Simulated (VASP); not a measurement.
A run of VASP 6.6.1 is set up as follows.

File INCAR:

```
SYSTEM = GaN
ALGO = Normal ; EDIFF = 1E-7
ENCUT = 520 ; GGA = CA
GGA_COMPAT = .FALSE. ; ISIF = 2
ISMEAR = 0 ; LASPH = .TRUE.
LCHARG = .TRUE. ; LNONCOLLINEAR = .TRUE.
LORBIT = 11 ; LORBMOM = .TRUE.
LREAL = .FALSE. ; LSORBIT = .TRUE.
LVHAR = .TRUE. ; LWAVE = .FALSE.
MAGMOM = 0 0 0 0 0 0 ; NBANDS = 30
NELM = 150 ; PREC = Accurate
SIGMA = 0.01
```

KPOINTS

```
k-points
0
G
  10 10 10
  0 0 0
```

File POSCAR:

```
GaN
1.0
    0.0000000000      2.2277045316      2.2277045316
    2.2277045316      0.0000000000      2.2277045316
    2.2277045316      2.2277045316      0.0000000000
Ga N
1 1
Direct
    0.0000000000      0.0000000000      0.0000000000
    0.2500000000      0.2500000000      0.2500000000
```

Potentials or basis: VASP PAW LDA potentials, release 64 (Ga_d, N).

Command:

```console
$ cat potpaw_LDA.64/Ga_d/POTCAR potpaw_LDA.64/N/POTCAR > POTCAR
$ mpirun -np 1 vasp_ncl > vasp.out
```

Question: Estimate the pressure.

Answer: 1.1 GPa.

Question: What does it give for the net moment?

Answer: 0.00 μB per cell.

Moments on the atoms (μB; x, y, z):
```
Ga  0.00 0.00 0.00
N   0.00 0.00 0.00
```
